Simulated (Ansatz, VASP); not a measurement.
Two plane-wave programs on TiC

```
Ti C
1.0
     0.00000    2.16400    2.16400
     2.16400    0.00000    2.16400
     2.16400    2.16400    0.00000
Ti C
1 1
Direct
  0.00000 0.00000 0.00000
  0.50000 0.50000 0.50000
```

Alike in both runs: task relaxation of cell and atoms; functional LDA; k mesh 8 × 8 × 8; occupations gaussian, width 0.1 eV; no spin polarisation.

|  | VASP | Ansatz |
| --- | --- | --- |
| version | VASP 6.6.1 | Ansatz 0.2.0 |
| potentials or method | VASP PAW LDA potentials, release 64 (Ti_sv, C), cutoff 600 eV | scalar-relativistic, plane waves, PAW |
| valence electrons in the cell | 16 | 16 |

|  | VASP | Ansatz | Ansatz less VASP |
| --- | --- | --- | --- |
| gap on the k mesh at the Fermi level, each at its own relaxed structure (eV) | none | none | - |
| relaxed volume (Å³/atom) | 9.70 | 9.67 | -0.025 |
| relaxed cell length with the largest relative difference (Å) | 3.016 | 3.013 | -0.0026 |

LDA's correlation is that of Perdew and Zunger in VASP and of Perdew and Wang (1992) in Ansatz. A gap of «none» marks a metal or a gap that the smearing closes.
